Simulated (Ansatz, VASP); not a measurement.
# MgBe2SeO2 in VASP and in Ansatz

```
Mg Be Se O
1.0
    -1.73750    1.73750    7.52098
     1.73750   -1.73750    7.52098
     1.73750    1.73750   -7.52098
Mg Be Se O
1 2 1 2
Direct
  0.50000 0.50000 0.00000
  0.24604 0.24604 0.00000
  0.75396 0.75396 0.00000
  0.00000 0.00000 0.00000
  0.25000 0.75000 0.50000
  0.75000 0.25000 0.50000
```

Change from the starting cell: species swapped into the CeB2Ir2C type (I4/mmm, No. 139).

Alike in both runs: functional PBE; k mesh 6 × 6 × 6; occupations gaussian, width 0.1 eV; no spin polarisation.

Ansatz relaxed the structure, and its values are those at the end. VASP's run is a single point on that final structure, the one shown.

|  | VASP | Ansatz |
| --- | --- | --- |
| version | VASP 6.6.1 | Ansatz 0.2.0 |
| potentials or method | VASP PAW PBE potentials, release 64 (Mg, Be, Se, O), cutoff 520 eV | scalar-relativistic, plane waves, PAW |
| valence electrons in the cell | 24 | 42 |

Ansatz gave:

```
gap on the k mesh at the Fermi level (eV) : 1.91
least direct gap on the mesh (eV)         : 2.19
pressure (GPa)                            : 0.1
rms of the force components (eV/Å)        : 0.007
```

Q: What did VASP give for the same quantities?

A: gap on the k mesh at the Fermi level (eV): 1.89; least direct gap on the mesh (eV): 2.17; pressure (GPa): 0.2; rms of the force components (eV/Å): 0.006.

VASP's potentials hold 24 valence electrons a cell and Ansatz's 42, so a difference there can come from the potentials and not from the codes.

The k mesh is coarse, so the values compare programs but aren't converged.
